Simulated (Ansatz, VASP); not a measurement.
**Te: VASP beside Ansatz**

```
Te
1.0
     4.35156    0.00000    0.00000
    -2.17578    3.76856    0.00000
     0.00000    0.00000    8.42016
Te
4
Direct
  0.00000 0.00000 0.00000
  0.00000 0.00000 0.50000
  0.33333 0.66667 0.25000
  0.66667 0.33333 0.75000
```

Alike in both runs: task single point; functional revPBE; k mesh 10 × 10 × 5; occupations fermi-dirac, width 0.1 eV; no spin polarisation.

|  | VASP | Ansatz |
| --- | --- | --- |
| version | VASP 6.6.1 | Ansatz 0.2.0 |
| potentials or method | VASP PAW PBE potentials, release 64 (Te), cutoff 520 eV | plane waves (420 eV) with PAW, scalar-relativistic |
| valence electrons in the cell | 24 | 64 |

|  | VASP | Ansatz | Ansatz less VASP |
| --- | --- | --- | --- |
| pressure (GPa) | -1.6 | -1.6 | +0.07 |
| traceless stress, the component that is largest in VASP (GPa) | -0.19 | -0.18 | +0.009 |

VASP's potentials were made for PBE, not for revPBE. VASP's potentials hold 24 valence electrons a cell and Ansatz's 64, so a difference there can come from the potentials and not from the codes.

Neither program's run includes spin-orbit coupling.
